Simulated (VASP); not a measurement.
Here is a VASP 6.6.1 calculation.

The input INCAR:

```
  PREC = Accurate
  ENCUT = 520
  EDIFF = 1E-6
  ISMEAR = 0
  SIGMA = 0.05
  LREAL = F
  LASPH = T
  NELM = 100
  ALGO = Normal
  ISIF = 2
  LWAVE = F
  LCHARG = F
  GGA = PS
  NBANDS = 11
```

File KPOINTS:

```
regular mesh
0
Gamma
  10 10 10
```

The input POSCAR:

```
BeS
1.0
    0.0000000000      2.3794761638      2.4968270344
    2.4968270344      0.0000000000      2.4968270344
    2.4968270344      2.3794761638      0.0000000000
Be S
1 1
Direct
    0.0000000000      0.0000000000      0.0000000000
    0.7500000000      0.7500000000      0.7500000000
```

Potentials or basis: VASP PAW PBE potentials, release 64 (Be, S).

The run is started by

```sh
$ cat potpaw_PBE.64/Be/POTCAR potpaw_PBE.64/S/POTCAR > POTCAR
$ mpirun -np 1 vasp_std > vasp.out
```

**Question.** Predict the band gap on the k mesh.

**Answer.** 2.64 eV, indirect (least direct gap 5.22 eV).

**Question.** Predict the pressure.

**Answer.** -4.1 GPa.

Stress tensor (GPa, compression positive):
```
-5.41  0.00  0.00
 0.00 -1.35  0.00
 0.00  0.00 -5.41
```

Caveat: the PAW data sets were made with another functional, which shifts forces and pressure a little. A k mesh can miss the band edges.
